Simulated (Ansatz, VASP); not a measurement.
# Ag: VASP beside Ansatz

```
Ag
1.0
     0.00000    2.02614    2.02614
     2.02614    0.00000    2.02614
     2.02614    2.02614    0.00000
Ag
1
Direct
  0.00000 0.00000 0.00000
```

Alike in both runs: functional PBEsol; k mesh 13 × 13 × 13; occupations fermi-dirac, width 0.1 eV; no spin polarisation.

Ansatz relaxed the structure, and its values are those at the end. VASP's run is a single point on that final structure, the one shown.

|  | VASP | Ansatz |
| --- | --- | --- |
| version | VASP 6.6.1 | Ansatz 0.2.0 |
| potentials or method | VASP PAW PBE potentials, release 64 (Ag), cutoff 520 eV | plane waves (420 eV) with PAW, scalar-relativistic |
| valence electrons in the cell | 11 | 19 |

VASP gave:

```
pressure (GPa) : -0.2
```

**Question.** Which values does Ansatz return?

**Answer.** Pressure (GPa): 0.0.

VASP's potentials were made for PBE, not for PBEsol, and Ansatz warns of the same on its side. The functional is the same, so the differences come from potentials, cutoffs and numerics. VASP's potentials hold 11 valence electrons a cell and Ansatz's 19, so a difference there can come from the potentials and not from the codes.
